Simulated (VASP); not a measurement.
# Ir (P6/mmm) in VASP: notebook

The runs below take Ir through relaxation of cell and atoms, single point, with LDA.

Everything below comes from runs of VASP 6.6.1. Logs are shortened: lines on timing, memory, paths and dates and some standing lists are left out, and cuts for length are marked.

## Step 1: The cell of the first run

It takes space group P6/mmm (No. 191, hexagonal). The conventional cell has a = 2.298 Å, b = 2.298 Å, c = 2.160 Å, α = 90.00°, β = 90.00°, γ = 120.00°. Ir (site symmetry 6/mmm) has 8 Ir at 2.16 to 2.30 Å within 2.9 Å.

## Step 2: Relaxation of cell and atoms, LDA, target pressure 340 GPa, at which the enthalpy is minimised

Input file INCAR:

```
SYSTEM = Ir
PREC = Accurate
ENCUT = 600
EDIFF = 1E-6
ISMEAR = -1
SIGMA = 0.08
LREAL = .False.
LASPH = .True.
NELM = 60
ALGO = Normal
ISIF = 3
LWAVE = .False.
LCHARG = .False.
IBRION = 2
NSW = 60
EDIFFG = -0.005
PSTRESS = 3400.0
```

Input file KPOINTS:

```
regular mesh
0
Gamma
  19 19 17
  0 0 0
```

Input file POSCAR:

```
Ir
1.0
    2.2978964554      0.0000000000      0.0000000000
   -1.1489482277      1.9900367056      0.0000000000
    0.0000000000      0.0000000000      2.1600226680
Ir
1
Direct
    0.0000000000      0.0000000000      0.0000000000
```

Potentials or basis: VASP PAW LDA potentials, release 64 (Ir).

The run is started by

```sh
$ cat potpaw_LDA.64/Ir/POTCAR > POTCAR
$ mpirun -np 1 vasp_std > vasp.out
```

OUTCAR:

```text
SYSTEM = Ir
   PREC = Accurate
   ENCUT = 600
   EDIFF = 1E-6
   ISMEAR = -1
   LREAL = .False.
   LASPH = .True.
   NELM = 60
   ISIF = 3
   IBRION = 2
   NSW = 60
   EDIFFG = -0.005
   PSTRESS = 3400.0

 ion  position               nearest neighbor table
   1  0.000  0.000  0.000-

  LATTYP: Found a hexagonal cell.
 ALAT       =     2.2978964554
 C/A-ratio  =     0.9400000000

  Lattice vectors:

 A1 = (   2.2978964554,   0.0000000000,   0.0000000000)
 A2 = (  -1.1489482277,   1.9900367056,   0.0000000000)
 A3 = (   0.0000000000,   0.0000000000,   2.1600226680)

Analysis of symmetry for initial positions (statically):
=====================================================================
 Subroutine PRICEL returns:
 Original cell was already a primitive cell.

 Routine SETGRP: Setting up the symmetry group for a
 hexagonal supercell.

 Subroutine GETGRP returns: Found 24 space group operations
 (whereof 24 operations were pure point group operations)
 out of a pool of 24 trial point group operations.

The static configuration has the point symmetry D_6h.

Analysis of symmetry for dynamics (positions and initial velocities):
=====================================================================
 Subroutine PRICEL returns:
 Original cell was already a primitive cell.

 Routine SETGRP: Setting up the symmetry group for a
 hexagonal supercell.

 Subroutine GETGRP returns: Found 24 space group operations
 (whereof 24 operations were pure point group operations)
 out of a pool of 24 trial point group operations.

The dynamic configuration has the point symmetry D_6h.

 Subroutine INISYM returns: Found 24 space group operations
 (whereof 24 operations are pure point group operations),
 and found     1 'primitive' translations

----------------------------------------------------------------------------------------

                                     Primitive cell

  volume of cell :       9.8776

  direct lattice vectors                    reciprocal lattice vectors
     2.297896455  0.000000000  0.000000000     0.435180618  0.251251647  0.000000000
    -1.148948228  1.990036706  0.000000000     0.000000000  0.502503294  0.000000000
     0.000000000  0.000000000  2.160022668     0.000000000  0.000000000  0.462958104

  length of vectors
     2.297896455  2.297896455  2.160022668     0.502503294  0.502503294  0.462958104

  position of ions in fractional coordinates (direct lattice)
     0.000000000  0.000000000  0.000000000

  ion indices of the primitive-cell ions
   primitive index   ion index
                 1           1

----------------------------------------------------------------------------------------

 KPOINTS: regular mesh

Automatic generation of k-mesh.
 Grid dimensions read from file:
 generate k-points for:   19   19   17

 Generating k-lattice:

  Cartesian coordinates                     Fractional coordinates (reciprocal lattice)
     0.022904243  0.013223771  0.000000000     0.052631579  0.000000000  0.000000000
     0.000000000  0.026447542  0.000000000     0.000000000  0.052631579  0.000000000
     0.000000000  0.000000000  0.027232830     0.000000000  0.000000000  0.058823529

  Length of vectors
     0.026447542  0.026447542  0.027232830

  Shift w.r.t. Gamma in fractional coordinates (k-lattice)
     0.000000000  0.000000000  0.000000000

 Subroutine IBZKPT returns following result:
 ===========================================

 Found    360 irreducible k-points:

 Following reciprocal coordinates:
            Coordinates               Weight
  0.000000  0.000000  0.000000      1.000000
  0.052632  0.000000  0.000000      6.000000
  0.105263  0.000000  0.000000      6.000000
  0.157895  0.000000  0.000000      6.000000
  0.210526  0.000000  0.000000      6.000000
  0.263158  0.000000  0.000000      6.000000
[... 16 lines left out ...]
  0.263158  0.105263  0.000000     12.000000
  0.315789  0.105263  0.000000     12.000000
 [... further k-points ...]
   k-points           NKPTS =    360   k-points in BZ     NKDIM =    360   number of bands    NBANDS=      8
   number of dos      NEDOS =    301   number of ions     NIONS =      1
   total plane-waves  NPLWV =   5832
   dimension x,y,z NGX =    18 NGY =   18 NGZ =   18
   dimension x,y,z NGXF=    36 NGYF=   36 NGZF=   36
   ions per type =               1
   NGX,Y,Z   is equivalent  to a cutoff of  13.02, 13.02, 13.85 a.u.
   NGXF,Y,Z  is equivalent  to a cutoff of  26.04, 26.04, 27.71 a.u.
 SYSTEM =  Ir
   PREC   = accura    normal or accurate (medium, high low for compatibility)
   ISTART =      0    job   : 0-new  1-cont  2-samecut
   ICHARG =      2    charge: 1-file 2-atom 10-const
   ISPIN  =      1    spin polarized calculation?
   LNONCOLLINEAR =      F non collinear calculations
   LSORBIT =      F    spin-orbit coupling
   LASPH  =      T    aspherical Exc in radial PAW
   ENCUT  =  600.0 eV  44.10 Ry    6.64 a.u.   4.59  4.59  4.31*2*pi/ulx,y,z
   NELM   =     60;   NELMIN=  2; NELMDL= -5     # of ELM steps
   EDIFF  = 0.1E-05   stopping-criterion for ELM
   LREAL  =      F    real-space projection
   EDIFFG = -.5E-02   stopping-criterion for IOM
   NSW    =     60    number of steps for IOM
   IBRION =      2    ionic relax: 0-MD 1-quasi-New 2-CG
   NFREE  =      1    steps in history (QN), initial steepest desc. (CG)
   ISIF   =      3    stress and relaxation
   ISYM   =      2    0-nonsym 1-usesym 2-fastsym
   POTIM  = 0.5000    time-step for ionic-motion
   TEBEG  =    0.0;   TEEND  =   0.0 temperature during run
   PSTRESS= 3400.0 pullay stress
   NELECT =       9.0000    total number of electrons
   NUPDOWN=      -1.0000    fix difference up-down
   EMIN   =  10.00;   EMAX   =-10.00  energy-range for DOS
   EFERMI =   0.00;   METHOD = LEGACY
   ISMEAR =    -1;   SIGMA  =   0.08  broadening in eV -4-tet -1-fermi 0-gaus
   EFERMI_NEDOS =   21; number of points for ismear=-14 and -15
   IALGO  =     38    algorithm
   IMIX   =      4    mixing-type and parameters
     AMIX     =   0.40;   BMIX     =  1.00
     AMIX_MAG =   1.60;   BMIX_MAG =  1.00
  volume/ion in A,a.u.               =       9.88        66.66
  Fermi-wavevector in a.u.,A,eV,Ry     =   1.587105  2.999194 34.271755  2.518903
  Thomas-Fermi vector in A             =   2.686314
   LORBIT       =      0    0 simple, 1 ext, 2 COOP (PROOUT), +10 PAW based schemes
   GGA     = CA    functional components
   LHFCALC =     F    Hartree Fock is set to
   AEXX    =    0.0000 exact exchange contribution
   IVDW    =     0    specifies the selected vdW correction
   LEPSILON=     F    determine dielectric tensor
   LRPA    =     F    only Hartree local field effects (RPA)
 conjugate gradient relaxation of ions
 non-spin polarized calculation
  energy-cutoff  :      600.00
  volume of cell :        9.88
 maximum number of plane-waves:       340
   NGX =  9   NGY =  9   NGZ =  9

--------------------------------------- Ionic step        1  -------------------------------------------

 number of electron       9.0000001 magnetization

 Free energy of the ion-electron system (eV)
  ---------------------------------------------------
  ext. energy  EPLUGINS =         0.00000000
  ---------------------------------------------------
  free energy    TOTEN  =        -5.32594443 eV

  energy without entropy =       -5.31588589  energy(sigma->0) =       -5.32091516

------------------------ aborting loop because EDIFF is reached ----------------------------------------

  FORCE on cell =-STRESS in cart. coord.  units (eV):
  Direction    XX          YY          ZZ          XY          YZ          ZX
  --------------------------------------------------------------------------------------
  -------------------------------------------------------------------------------------
  Total       23.6579172     23.6579172     25.6844625      0.0000000      0.0000000     -0.0000000
  in kB     3837.4014765   3837.4014763   4166.1146016      0.0000000      0.0000000     -0.0000000
  external PRESSURE =     546.9725181 kB  Pullay stress =    3400.0000000 kB
[... 22 lines left out ...]
  enthalpy is  TOTEN    =        15.6353542106 eV   P V=       20.9612986439

--------------------------------------- Ionic step        2  -------------------------------------------

 number of electron       9.0000000 magnetization

 E-fermi :   8.5305     XC(G=0): -13.5157

 val. band max:        8.5243961816   @ k =   0.4211   0.1579   0.4706
 cond. band min:       8.5364793487   @ k =   0.3158   0.1579   0.0588
 fundamental gap:      0.0120831671
 Fermi energy:         8.5304991294

 k-point     1 :       0.0000    0.0000    0.0000
  band No.  band energies     occupation
      1      -1.3637      2.00000
      2       2.3072      2.00000
      3       5.3252      2.00000
      4       5.3252      2.00000
      5       9.9263      0.00000
      6       9.9263      0.00000
      7      22.0972      0.00000
      8      24.2545      0.00000
[... 318 lines left out ...]
  FREE ENERGIE OF THE ION-ELECTRON SYSTEM (eV)
  ---------------------------------------------------
  free  energy   TOTEN  =        -6.3208291710 eV

  energy  without entropy=       -6.3103329746  energy(sigma->0) =       -6.31558107

  enthalpy is  TOTEN    =        15.5806610931 eV   P V=       21.9014902641

[... ionic steps 4 to 10 ...]

--------------------------------------- Ionic step       11  -------------------------------------------

 number of electron       9.0000000 magnetization

------------------------ aborting loop because EDIFF is reached ----------------------------------------

  FORCE on cell =-STRESS in cart. coord.  units (eV):
  Direction    XX          YY          ZZ          XY          YZ          ZX
  --------------------------------------------------------------------------------------
  -------------------------------------------------------------------------------------
  Total       21.6610882     21.6610882     21.6437486     -0.0000000      0.0000000     -0.0000000
  in kB     3401.3391191   3401.3391189   3398.6163718     -0.0000000      0.0000000     -0.0000000
  external PRESSURE =       0.4315366 kB  Pullay stress =    3400.0000000 kB
[... 59 lines left out ...]
  enthalpy is  TOTEN    =        15.5733046200 eV   P V=       21.6560790747

--------------------------------------- Ionic step       13  -------------------------------------------

 number of electron       9.0000000 magnetization

 Free energy of the ion-electron system (eV)
  ---------------------------------------------------
  ext. energy  EPLUGINS =         0.00000000
  ---------------------------------------------------
  free energy    TOTEN  =        -6.07996680 eV

  energy without entropy =       -6.06966671  energy(sigma->0) =       -6.07481676

 E-fermi :  16.6922     XC(G=0): -15.9906

 val. band max:       16.6743625088   @ k =   0.1579   0.1579   0.1176
 cond. band min:      16.7102522472   @ k =   0.3684   0.0526   0.3529
 fundamental gap:      0.0358897385
 Fermi energy:        16.6922441602

 k-point     1 :       0.0000    0.0000    0.0000
  band No.  band energies     occupation
      1       2.3995      2.00000
      2       5.2985      2.00000
      3      10.7088      2.00000
      4      10.7088      2.00000
      5      19.7600      0.00000
      6      19.7600      0.00000
      7      30.6773      0.00000
      8      35.0295      0.00000
[... 281 lines left out ...]
  FREE ENERGIE OF THE ION-ELECTRON SYSTEM (eV)
  ---------------------------------------------------
  free  energy   TOTEN  =        -6.0799667984 eV

  energy  without entropy=       -6.0696667143  energy(sigma->0) =       -6.07481676

  enthalpy is  TOTEN    =        15.5732950031 eV   P V=       21.6532618015

 reached required accuracy - stopping structural energy minimisation
```

Wall time 58 s (1 thread of Intel Xeon 6975P-C (Granite Rapids), shared host); peak memory 0.16 GiB.

What came out:

- Free energy: -6.0800 eV
- Relaxed volume: 10.20 Å³/atom
- Relaxed cell: a = 2.314 Å, b = 2.314 Å, c = 2.201 Å, α = 90.00°, β = 90.00°, γ = 120.00°
- Space group after relaxing (to 0.05 Å): P6/mmm (No. 191)
- Energy change on relaxing (the enthalpy is what falls): -754.0 meV/atom
- Ionic steps: 13
- Pressure after relaxing: 340.0 GPa

The path:
```csv
step,energy change (eV),largest force (eV/Å),pressure (GPa),volume (Å³)
1,0.0000,0.0000,394.70,9.88
2,-4.3579,0.0000,-2.84,15.49
3,-0.9949,0.0000,321.72,10.32
4,-0.7808,0.0000,337.56,10.22
5,-0.7662,0.0000,338.63,10.21
6,-0.5245,0.0000,356.77,10.13
7,-0.7444,0.0000,340.73,10.20
8,-0.7439,0.0000,340.75,10.20
9,-0.8403,0.0000,333.63,10.24
10,-0.7536,0.0000,340.01,10.20
11,-0.7533,0.0000,340.04,10.20
12,-0.7568,0.0000,339.76,10.20
13,-0.7540,0.0000,339.99,10.20
```

Final structure:
```
CELL_PARAMETERS angstrom
2.31381 0.00000 0.00000
-1.15690 2.00382 0.00000
0.00000 0.00000 2.20074
ATOMIC_POSITIONS crystal
Ir 0.00000 0.00000 0.00000
```

Caveat: the cell is relaxed towards a set pressure, so the enthalpy falls and the energy may rise; spin-orbit coupling is left out, which moves the levels of the heavy elements.

## Step 3: Relaxation of cell and atoms, LDA, target pressure 340 GPa, at which the enthalpy is minimised

This run uses another cell than the first one, of 10.17 Å³/atom, 1.030 times its volume.

Input file INCAR:

```
SYSTEM = Ir
PREC = Accurate ; ENCUT = 600
EDIFF = 1E-6 ; ISMEAR = -1
SIGMA = 0.08 ; LREAL = .FALSE.
LASPH = .TRUE. ; NELM = 60
ALGO = Normal ; ISIF = 3
LWAVE = .FALSE. ; LCHARG = .FALSE.
GGA = CA ; IBRION = 2
NSW = 32 ; EDIFFG = -0.005
PSTRESS = 3400.0
```

Input file KPOINTS:

```
Automatic mesh
0
G
  19 19 17
  0 0 0
```

Input file POSCAR:

```
Ir
1.0
    2.3090422671      0.0000000000      0.0000000000
   -1.1545211336      1.9996892617      0.0000000000
    0.0000000000      0.0000000000      2.2034773903
Ir
1
Direct
    0.0000000000      0.0000000000      0.0000000000
```

Potentials or basis: VASP PAW LDA potentials, release 64 (Ir).

The run is started by

```sh
$ cat potpaw_LDA.64/Ir/POTCAR > POTCAR
$ mpirun -np 1 vasp_std > vasp.out
```

Wall time 33 s (1 thread of Intel Xeon 6975P-C (Granite Rapids), shared host); peak memory 0.16 GiB.

The run converged. Its results:

* Free energy: -6.0795 eV
* Relaxed volume: 10.20 Å³/atom
* Relaxed cell: a = 2.314 Å, b = 2.314 Å, c = 2.201 Å, α = 90.00°, β = 90.00°, γ = 120.00°
* Space group after relaxing (to 0.05 Å): P6/mmm (No. 191)
* Energy change on relaxing (the enthalpy is what falls): -63.0 meV/atom
* Ionic steps: 7
* Pressure after relaxing: 340.0 GPa

The path:
| step | energy change (eV) | largest force (eV/Å) | pressure (GPa) | volume (Å³) |
| --- | --- | --- | --- | --- |
| 1 | 0.0000 | 0.0000 | 344.94 | 10.17 |
| 2 | -0.8593 | 0.0000 | 276.41 | 10.64 |
| 3 | -0.0824 | 0.0000 | 338.63 | 10.21 |
| 4 | -0.0792 | 0.0000 | 338.86 | 10.21 |
| 5 | 0.0572 | 0.0000 | 348.37 | 10.15 |
| 6 | -0.0636 | 0.0000 | 340.00 | 10.20 |
| 7 | -0.0630 | 0.0000 | 340.02 | 10.20 |

Final structure:
```xyz
1
Lattice="2.3138 0.0000 0.0000 -1.1569 2.0038 0.0000 0.0000 0.0000 2.2007" Properties=species:S:1:pos:R:3 pbc="T T T"
Ir    2.3138    0.0000    0.0000
```

Levels at points of the mesh, in eV from the Fermi level:
```
           k point  band 1  band 2  band 3  band 4  band 5  band 6  band 7  band 8
(0.00, 0.00, 0.00)  -14.29  -11.39   -5.98   -5.98    3.07    3.07   13.99   18.34
```

Caveat: the cell is relaxed towards a set pressure, so the enthalpy falls and the energy may rise; spin-orbit coupling is left out, which moves the levels of the heavy elements.

## Step 4: Single point, LDA

This run uses another cell than the first one, of 10.17 Å³/atom, 1.030 times its volume.

Input file INCAR:

```
PREC = Accurate ; ENCUT = 520
EDIFF = 1E-7 ; ISMEAR = -1
SIGMA = 0.08 ; LREAL = F
LASPH = T ; NELM = 60
ALGO = Normal ; ISIF = 2
LWAVE = F ; LCHARG = T
GGA = CA ; LELF = T
LVHAR = T ; NBANDS = 10
```

Input file KPOINTS:

```
Automatic mesh
0
Gamma
  19 19 17
```

Input file POSCAR:

```
Ir
1.0
    2.3090422671      0.0000000000      0.0000000000
   -1.1545211335      1.9996892617      0.0000000000
    0.0000000000      0.0000000000      2.2034773903
Ir
1
Direct
    0.0000000000      0.0000000000      0.0000000000
```

The run is started by

```sh
$ cat potpaw_LDA.64/Ir/POTCAR > POTCAR
$ mpirun -np 1 vasp_std > vasp.out
```

Run time: 15 s. Hardware: 1 thread of AMD EPYC 9R45 (Zen 5), shared host; peak memory 0.12 GiB.

The run converged. Its results:

```yaml
Free_energy: -6.0163 eV
Pressure: 344.8 GPa
```

Stress tensor (GPa, compression positive):
```
348.03   0.00   0.00
  0.00 348.03   0.00
  0.00   0.00 338.36
```

Levels at points of the mesh, in eV from the Fermi level:
```csv
k point,band 2,band 3,band 4,band 5,band 6,band 7
"(0.00, 0.00, 0.00)",-11.42,-6.00,-6.00,3.07,3.07,14.01
```

Caveat: spin-orbit coupling is left out, which moves the levels of the heavy elements.

## Step 5: Single point, LDA

This run uses another cell than the first one, of 10.17 Å³/atom, 1.030 times its volume.

Input file INCAR:

```
PREC     = Accurate       # precision mode
ENCUT    = 520            # plane-wave cutoff, eV
EDIFF    = 1E-6           # SCF threshold, eV
ISMEAR   = -1             # smearing method
SIGMA    = 0.08           # smearing width, eV
LREAL    = False          # projectors in reciprocal space
LASPH    = True           # aspherical terms in the spheres
NELM     = 100            # most SCF steps
ALGO     = Normal         # electronic algorithm
ISIF     = 2              # what is computed and relaxed
LWAVE    = False          # write WAVECAR
LCHARG   = False          # write CHGCAR
NBANDS   = 10             # bands
```

KPOINTS is that of step 4.

Input file POSCAR:

```
Ir
1.0
    2.3086904600      0.0000000000      0.0000000000
   -1.1543452300      1.9993845878      0.0000000000
    0.0000000000      0.0000000000      2.2031547918
Ir
1
Direct
    0.0000000000      0.0000000000      0.0000000000
```

The run is started by

```sh
$ cat potpaw_LDA.64/Ir/POTCAR > POTCAR
$ mpirun -np 1 vasp_std > vasp.out
```

Run time: 14 s. Hardware: 1 thread of AMD EPYC 9R45 (Zen 5), shared host; peak memory 0.12 GiB.

Results (log left out):

```yaml
Free_energy: -6.0064 eV
Pressure: 345.5 GPa
```

Stress tensor (GPa, compression positive):
```
348.79   0.00   0.00
  0.00 348.79   0.00
  0.00   0.00 339.05
```

Levels at points of the mesh, in eV from the Fermi level:
| k point | band 1 | band 2 | band 3 | band 4 | band 5 | band 6 | band 7 | band 8 | band 9 |
| --- | --- | --- | --- | --- | --- | --- | --- | --- | --- |
| (0.00, 0.00, 0.00) | -14.32 | -11.43 | -6.01 | -6.01 | 3.07 | 3.07 | 14.01 | 18.25 | 26.58 |

Caveat: spin-orbit coupling is left out, which moves the levels of the heavy elements.

## Step 6: The runs side by side

| task | cell | cutoff (eV) | gap on the mesh (eV) | pressure (GPa) |
| --- | --- | --- | --- | --- |
| relaxation of cell and atoms | relaxed to 340 GPa from a = 2.298, b = 2.298, c = 2.160 Å, angles 90.0, 90.0, 120.0°, 1 atom | 600 | none | 340.0 |
| relaxation of cell and atoms | relaxed to 340 GPa from a = 2.309, b = 2.309, c = 2.203 Å, angles 90.0, 90.0, 120.0°, 1 atom | 600 | none | 340.0 |
| single point | a = 2.309, b = 2.309, c = 2.203 Å, angles 90.0, 90.0, 120.0°, 1 atom | 520 | none | 345.5 |

Alike in all rows: level LDA; potentials or basis VASP PAW LDA potentials, release 64 (Ir); no spin polarisation; k mesh 19 × 19 × 17; smearing fermi-dirac 0.08 eV.

Caveats: spin-orbit coupling is left out, which moves the levels of the heavy elements; the cell is relaxed towards a set pressure, so the enthalpy falls and the energy may rise (some runs).

Absolute energies hang on the potentials; compare differences alone.
